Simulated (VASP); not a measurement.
# F (C2/m) in VASP: single point with r2SCAN

Aim: the single point of F with r2SCAN.

Everything below comes from runs of VASP 6.6.1. Logs are shortened: lines on timing, memory, paths and dates and some standing lists are left out, and cuts for length are marked.

## Step 1: The cell of the first run

The structure is monoclinic, space group C2/m (No. 12). The conventional cell has a = 5.301 Å, b = 3.035 Å, c = 7.047 Å, α = 90.00°, β = 107.37°, γ = 90.00°. F (site symmetry m) has 1 F at 1.41 Å within 1.9 Å. F (site symmetry m) has 1 F at 1.41 Å within 1.9 Å.

## Step 2: Single point, r2SCAN

File POSCAR:

```
F
1.0
    2.6504942700     -1.5173207700      0.0000000000
    2.6504942700      1.5173207700      0.0000000000
   -2.1034238900      0.0000000000      6.7261075100
F
4
Direct
    0.5044951306      0.5044951306      0.4008501092
    0.0853581610      0.0853581610      0.0986032604
    0.4955048707      0.4955048707      0.5991498893
    0.9146418408      0.9146418408      0.9013967396
```

File INCAR.step1:

```
SYSTEM = F
PREC     = Accurate       ! precision mode
ENCUT    = 520            ! plane-wave cutoff, eV
ISMEAR   = 0              ! smearing method
SIGMA    = 0.01           ! smearing width, eV
LREAL    = .FALSE.        ! projectors in reciprocal space
LASPH    = .TRUE.         ! aspherical terms in the spheres
NELM     = 60             ! most SCF steps
NBANDS   = 22             ! bands
GGA      = PE             ! functional
ALGO     = Normal         ! electronic algorithm
EDIFF    = 1E-4           ! SCF threshold, eV
LWAVE    = .TRUE.         ! write WAVECAR
LCHARG   = .FALSE.        ! write CHGCAR
```

File INCAR.step2:

```
SYSTEM = F
PREC     = Accurate       ! precision mode
ENCUT    = 520            ! plane-wave cutoff, eV
EDIFF    = 1E-6           ! SCF threshold, eV
ISMEAR   = 0              ! smearing method
SIGMA    = 0.01           ! smearing width, eV
LREAL    = .FALSE.        ! projectors in reciprocal space
LASPH    = .TRUE.         ! aspherical terms in the spheres
NELM     = 60             ! most SCF steps
ALGO     = Normal         ! electronic algorithm
ISIF     = 2              ! what is computed and relaxed
LWAVE    = .FALSE.        ! write WAVECAR
LCHARG   = .TRUE.         ! write CHGCAR
METAGGA  = R2SCAN         ! meta-GGA
LMIXTAU  = .TRUE.       
LELF     = .TRUE.         ! ELF
LVHAR    = .TRUE.       
NBANDS   = 22             ! bands
ISTART   = 1
```

File KPOINTS:

```
regular mesh
0
G
  8 8 4
  0 0 0
```

Potentials or basis: VASP PAW PBE potentials, release 64 (F).

Command:

```bash
cat potpaw_PBE.64/F/POTCAR > POTCAR
cp INCAR.step1 INCAR
mpirun -np 1 vasp_std > vasp.out
cp INCAR.step2 INCAR
mpirun -np 1 vasp_std > vasp.out
```

OUTCAR:

```text
SYSTEM = F
   PREC = Accurate
   ENCUT = 520
   EDIFF = 1E-6
   ISMEAR = 0
   LREAL = .FALSE.
   LASPH = .TRUE.
   NELM = 60
   ISIF = 2
   METAGGA = R2SCAN
   ISTART = 1

 ion  position               nearest neighbor table
   1  0.504  0.504  0.401-   3 1.41
   2  0.085  0.085  0.099-   4 1.41
   3  0.496  0.496  0.599-   1 1.41
   4  0.915  0.915  0.901-   2 1.41

  LATTYP: Found a base centered monoclinic cell.
 ALAT       =     5.3009885400
 B/A-ratio  =     0.5724671006
 C/A-ratio  =     1.3294376681
 COS(beta)  =    -0.2984708738

  Lattice vectors:

 A1 = (   2.6504942700,  -1.5173207700,   0.0000000000)
 A2 = (   2.6504942700,   1.5173207700,   0.0000000000)
 A3 = (  -2.1034238900,   0.0000000000,   6.7261075100)

Analysis of symmetry for initial positions (statically):
=====================================================================
 Subroutine PRICEL returns:
 Original cell was already a primitive cell.

 Routine SETGRP: Setting up the symmetry group for a
 base centered monoclinic supercell.

 Subroutine GETGRP returns: Found  4 space group operations
 (whereof  4 operations were pure point group operations)
 out of a pool of  4 trial point group operations.

The static configuration has the point symmetry C_2h.

Analysis of symmetry for dynamics (positions and initial velocities):
=====================================================================
 Subroutine PRICEL returns:
 Original cell was already a primitive cell.

 Routine SETGRP: Setting up the symmetry group for a
 base centered monoclinic supercell.

 Subroutine GETGRP returns: Found  4 space group operations
 (whereof  4 operations were pure point group operations)
 out of a pool of  4 trial point group operations.

The dynamic configuration has the point symmetry C_2h.

 Subroutine INISYM returns: Found  4 space group operations
 (whereof  4 operations are pure point group operations),
 and found     1 'primitive' translations

----------------------------------------------------------------------------------------

                                     Primitive cell

  volume of cell :      54.1001

  direct lattice vectors                    reciprocal lattice vectors
     2.650494270 -1.517320770  0.000000000     0.188644060 -0.329528212  0.058993767
     2.650494270  1.517320770  0.000000000     0.188644060  0.329528212  0.058993767
    -2.103423890  0.000000000  6.726107510     0.000000000  0.000000000  0.148674400

  length of vectors
     3.054076324  3.054076324  7.047333843     0.384259923  0.384259923  0.148674400

  position of ions in fractional coordinates (direct lattice)
     0.504495131  0.504495131  0.400850109
     0.085358161  0.085358161  0.098603260
     0.495504871  0.495504871  0.599149889
     0.914641841  0.914641841  0.901396740

  ion indices of the primitive-cell ions
   primitive index   ion index
                 1           1
                 2           2
                 3           3
                 4           4

----------------------------------------------------------------------------------------

 KPOINTS: regular mesh

Automatic generation of k-mesh.
 Grid dimensions read from file:
 generate k-points for:    8    8    4

 Generating k-lattice:

  Cartesian coordinates                     Fractional coordinates (reciprocal lattice)
     0.023580507 -0.041191026  0.007374221     0.125000000  0.000000000  0.000000000
     0.023580507  0.041191026  0.007374221     0.000000000  0.125000000  0.000000000
     0.000000000  0.000000000  0.037168600     0.000000000  0.000000000  0.250000000

  Length of vectors
     0.048032490  0.048032490  0.037168600

  Shift w.r.t. Gamma in fractional coordinates (k-lattice)
     0.000000000  0.000000000  0.000000000

 Subroutine IBZKPT returns following result:
 ===========================================

 Found     78 irreducible k-points:

 Following reciprocal coordinates:
            Coordinates               Weight
  0.000000  0.000000  0.000000      1.000000
  0.125000  0.000000 -0.000000      4.000000
  0.250000  0.000000 -0.000000      4.000000
  0.375000  0.000000 -0.000000      4.000000
  0.500000  0.000000 -0.000000      2.000000
  0.125000  0.125000 -0.000000      2.000000
[... 16 lines left out ...]
  0.125000  0.000000  0.250000      4.000000
  0.250000  0.000000  0.250000      4.000000
 [... further k-points ...]
   k-points           NKPTS =     78   k-points in BZ     NKDIM =     78   number of bands    NBANDS=     22
   number of dos      NEDOS =    301   number of ions     NIONS =      4
   total plane-waves  NPLWV =  31104
   dimension x,y,z NGX =    24 NGY =   24 NGZ =   54
   dimension x,y,z NGXF=    48 NGYF=   48 NGZF=  108
   ions per type =               4
   NGX,Y,Z   is equivalent  to a cutoff of  13.06, 13.06, 12.74 a.u.
   NGXF,Y,Z  is equivalent  to a cutoff of  26.13, 26.13, 25.48 a.u.
 SYSTEM =  F
   PREC   = accura    normal or accurate (medium, high low for compatibility)
   ISTART =      1    job   : 0-new  1-cont  2-samecut
   ICHARG =      0    charge: 1-file 2-atom 10-const
   ISPIN  =      1    spin polarized calculation?
   LNONCOLLINEAR =      F non collinear calculations
   LSORBIT =      F    spin-orbit coupling
   LASPH  =      T    aspherical Exc in radial PAW
   ENCUT  =  520.0 eV  38.22 Ry    6.18 a.u.   5.68  5.68 13.10*2*pi/ulx,y,z
   NELM   =     60;   NELMIN=  2; NELMDL=  0     # of ELM steps
   EDIFF  = 0.1E-05   stopping-criterion for ELM
   LREAL  =      F    real-space projection
   EDIFFG = 0.1E-04   stopping-criterion for IOM
   NSW    =      0    number of steps for IOM
   IBRION =     -1    ionic relax: 0-MD 1-quasi-New 2-CG
   NFREE  =      0    steps in history (QN), initial steepest desc. (CG)
   ISIF   =      2    stress and relaxation
   ISYM   =      2    0-nonsym 1-usesym 2-fastsym
   POTIM  = 0.5000    time-step for ionic-motion
   TEBEG  =    0.0;   TEEND  =   0.0 temperature during run
   PSTRESS=    0.0 pullay stress
   NELECT =      28.0000    total number of electrons
   NUPDOWN=      -1.0000    fix difference up-down
   EMIN   =  10.00;   EMAX   =-10.00  energy-range for DOS
   EFERMI =   0.00;   METHOD = LEGACY
   ISMEAR =     0;   SIGMA  =   0.01  broadening in eV -4-tet -1-fermi 0-gaus
   EFERMI_NEDOS =   21; number of points for ismear=-14 and -15
   IALGO  =     38    algorithm
   IMIX   =      4    mixing-type and parameters
     AMIX     =   0.40;   BMIX     =  1.00
     AMIX_MAG =   1.60;   BMIX_MAG =  1.00
  volume/ion in A,a.u.               =      13.53        91.27
  Fermi-wavevector in a.u.,A,eV,Ry     =   1.314402  2.483859 23.506134  1.727652
  Thomas-Fermi vector in A             =   2.444657
   LORBIT       =      0    0 simple, 1 ext, 2 COOP (PROOUT), +10 PAW based schemes
   METAGGA = R2SCAN    functional components
   LHFCALC =     F    Hartree Fock is set to
   AEXX    =    0.0000 exact exchange contribution
   IVDW    =     0    specifies the selected vdW correction
   LEPSILON=     F    determine dielectric tensor
   LRPA    =     F    only Hartree local field effects (RPA)
 non-spin polarized calculation
 Gauss-broadening in eV      SIGMA  =   0.01
  energy-cutoff  :      520.00
  volume of cell :       54.10
 maximum number of plane-waves:      1472
   NGX = 11   NGY = 11   NGZ = 27

 number of electron      28.0000014 magnetization

 Free energy of the ion-electron system (eV)
  ---------------------------------------------------
  ext. energy  EPLUGINS =         0.00000000
  ---------------------------------------------------
  free energy    TOTEN  =       -12.45929445 eV

  energy without entropy =      -12.45929445  energy(sigma->0) =      -12.45929445

 E-fermi :  -4.7761     XC(G=0):  -8.7782

 val. band max:       -4.9277587914   @ k =   0.5000   0.5000  -0.0000
 cond. band min:      -1.6023772120   @ k =   0.0000   0.0000   0.0000
 fundamental gap:      3.3253815794
 Fermi energy:        -4.7761419262

 k-point     1 :       0.0000    0.0000    0.0000
  band No.  band energies     occupation
      1     -31.2544      2.00000
      2     -31.0583      2.00000
      3     -24.9252      2.00000
      4     -24.4111      2.00000
      5     -11.7039      2.00000
      6     -10.5584      2.00000
[... 14 lines left out ...]
     21      16.7870      0.00000
     22      20.0438      0.00000

 k-point     2 :       0.1250    0.0000   -0.0000
  band No.  band energies     occupation
      1     -31.2252      2.00000
      2     -31.0414      2.00000
      3     -24.8901      2.00000
      4     -24.4159      2.00000
      5     -11.6596      2.00000
      6     -10.5955      2.00000
[... 14 lines left out ...]
     21      17.0523      0.00000
     22      17.7393      0.00000

 k-point     3 :       0.2500    0.0000   -0.0000
  band No.  band energies     occupation
      1     -31.1525      2.00000
      2     -31.0019      2.00000
      3     -24.7976      2.00000
      4     -24.4351      2.00000
      5     -11.5351      2.00000
      6     -10.7066      2.00000
[... 14 lines left out ...]
     21      15.6346      0.00000
     22      16.6872      0.00000

 k-point     4 :       0.3750    0.0000   -0.0000
  band No.  band energies     occupation
      1     -31.0744      2.00000
      2     -30.9666      2.00000
      3     -24.6789      2.00000
      4     -24.4796      2.00000
      5     -11.3492      2.00000
      6     -10.8889      2.00000
[... 14 lines left out ...]
     21      14.2237      0.00000
     22      15.6283      0.00000

 k-point     5 :       0.5000    0.0000   -0.0000
  band No.  band energies     occupation
      1     -31.0387      2.00000
      2     -30.9548      2.00000
      3     -24.5877      2.00000
      4     -24.5400      2.00000
      5     -11.1423      2.00000
      6     -11.0991      2.00000
[... 417 lines left out ...]
 k-point    22 :       0.0000    0.0000    0.2500
  band No.  band energies     occupation
      1     -31.2325      2.00000
      2     -31.0825      2.00000
      3     -24.8516      2.00000
      4     -24.4868      2.00000
      5     -11.5503      2.00000
      6     -10.7444      2.00000
[... 14 lines left out ...]
     21      18.9257      0.00000
     22      20.1532      0.00000

 k-point    23 :       0.1250    0.0000    0.2500
  band No.  band energies     occupation
      1     -31.1971      2.00000
      2     -31.0725      2.00000
      3     -24.7917      2.00000
      4     -24.5171      2.00000
      5     -11.4515      2.00000
      6     -10.8401      2.00000
[... 14 lines left out ...]
     21      17.7213      0.00000
     22      18.4591      0.00000

 k-point    24 :       0.2500    0.0000    0.2500
  band No.  band energies     occupation
      1     -31.1262      2.00000
      2     -31.0304      2.00000
      3     -24.6910      2.00000
      4     -24.5436      2.00000
      5     -11.3005      2.00000
      6     -10.9600      2.00000
[... 14 lines left out ...]
     21      15.1254      0.00000
     22      16.2707      0.00000

 [... further k-points ...]
[... 5 lines left out ...]
  --------------------------------------------------------------------------------------
  -------------------------------------------------------------------------------------
  Total       -0.0803779     -0.0938112      0.1447644      0.0000000      0.0000000     -0.0155692
  in kB       -2.3803944     -2.7782234      4.2872059      0.0000000      0.0000000     -0.4610830
  external PRESSURE =      -0.2904706 kB  Pullay stress =       0.0000000 kB

 VOLUME and BASIS-vectors are now :
 -----------------------------------------------------------------------------
  energy-cutoff  :      520.00
  volume of cell :       54.10
      direct lattice vectors                 reciprocal lattice vectors
     2.650494270 -1.517320770  0.000000000     0.188644060 -0.329528212  0.058993767
     2.650494270  1.517320770  0.000000000     0.188644060  0.329528212  0.058993767
    -2.103423890  0.000000000  6.726107510     0.000000000  0.000000000  0.148674400

 POSITION                                       TOTAL-FORCE (eV/Angst)
 -----------------------------------------------------------------------------------
      1.83117      0.00000      2.69616         0.020726      0.000000     -0.045574
      0.24508      0.00000      0.66322         0.022642      0.000000      0.036315
      1.36640      0.00000      4.02995        -0.020726      0.000000      0.045574
      2.95249      0.00000      6.06289        -0.022642      0.000000     -0.036315
 -----------------------------------------------------------------------------------
    total drift:                               -0.000037     -0.000000      0.000017

  FREE ENERGIE OF THE ION-ELECTRON SYSTEM (eV)
  ---------------------------------------------------
  free  energy   TOTEN  =       -12.4592944508 eV

  energy  without entropy=      -12.4592944508  energy(sigma->0) =      -12.45929445
```

Run time: 5 min. Hardware: 1 thread of AMD EPYC 7R43 (Zen 3), shared host; peak memory 0.17 GiB.

Results:

* Free energy: -12.4593 eV
* Pressure: 0.0 GPa
* Largest force: 0.050 eV/Å
* Band gap on the k mesh: 3.33 eV, indirect (least direct gap 3.40 eV)

Forces in eV/Å, atoms in the order of the input:
```
F    0.021  0.000 -0.046
F    0.023  0.000  0.036
F   -0.021  0.000  0.046
F   -0.023  0.000 -0.036
```

Stress tensor (GPa, compression positive):
```
-0.24  0.00 -0.05
 0.00 -0.28  0.00
-0.05  0.00  0.43
```

Caveat: the PAW data sets were made with another functional, which shifts forces and pressure a little.
